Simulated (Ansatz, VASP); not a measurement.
# One calculation of Nb, two programs

The input INCAR:

```
SYSTEM = Nb
PREC     = Accurate       ! precision mode
ENCUT    = 600            ! plane-wave cutoff, eV
EDIFF    = 1E-6           ! SCF threshold, eV
ISMEAR   = -1             ! smearing method
SIGMA    = 0.05           ! smearing width, eV
LREAL    = .False.        ! projectors in reciprocal space
LASPH    = .True.         ! aspherical terms in the spheres
NELM     = 60             ! most SCF steps
ALGO     = Normal         ! electronic algorithm
ISIF     = 3              ! what is computed and relaxed
LWAVE    = .False.        ! write WAVECAR
LCHARG   = .False.        ! write CHGCAR
GGA      = PE             ! functional
IBRION   = 2              ! ionic algorithm
NSW      = 45             ! ionic steps
EDIFFG   = -0.005         ! ionic threshold
```

The input KPOINTS:

```
regular mesh
0
Gamma
  17 17 17
  0 0 0
```

File POSCAR:

```
Nb
1.0
   -1.6545981165      1.6545981165      1.6545981165
    1.6545981165     -1.6545981165      1.6545981165
    1.6545981165      1.6545981165     -1.6545981165
Nb
1
Direct
    0.0000000000      0.0000000000      0.0000000000
```

Input for Ansatz:

```yaml
crystal:
  lattice:
    - [-1.6545981165, 1.6545981165, 1.6545981165]
    - [1.6545981165, -1.6545981165, 1.6545981165]
    - [1.6545981165, 1.6545981165, -1.6545981165]
  atoms:
    - { symbol: Nb, position: [0.0, 0.0, 0.0] }
kpoints:
  mp_grid: { grid: [17, 17, 17] }
scf:
  occupations: { method: fermi_dirac, width: 0.05 }
hamiltonian:
  xc: pbe
  pseudopotentials: { kind: all_electron, lapw: { basis_error: 0.0005 } }
output:
  forces: true
  stress: true
  eigenvalues: true
  populations: true
relax:
  f_tol: 0.005
  max_steps: 25
  cell: {}
```

Alike in both runs: task relaxation of cell and atoms; functional PBE; k mesh 17 × 17 × 17; occupations fermi-dirac, width 0.05 eV; no spin polarisation.

|  | VASP | Ansatz |
| --- | --- | --- |
| version | VASP 6.6.1 | Ansatz 0.2.0 |
| potentials or method | VASP PAW PBE potentials, release 64 (Nb_sv), cutoff 600 eV | all-electron LAPW, scalar-relativistic |

|  | VASP | Ansatz | Ansatz less VASP |
| --- | --- | --- | --- |
| relaxed volume (Å³/atom) | 18.09 | 18.12 | +0.032 |
| relaxed cell length with the largest relative difference (Å) | 2.864 | 2.866 | +0.0017 |

Ansatz ran all-electron here, and VASP with PAW potentials.
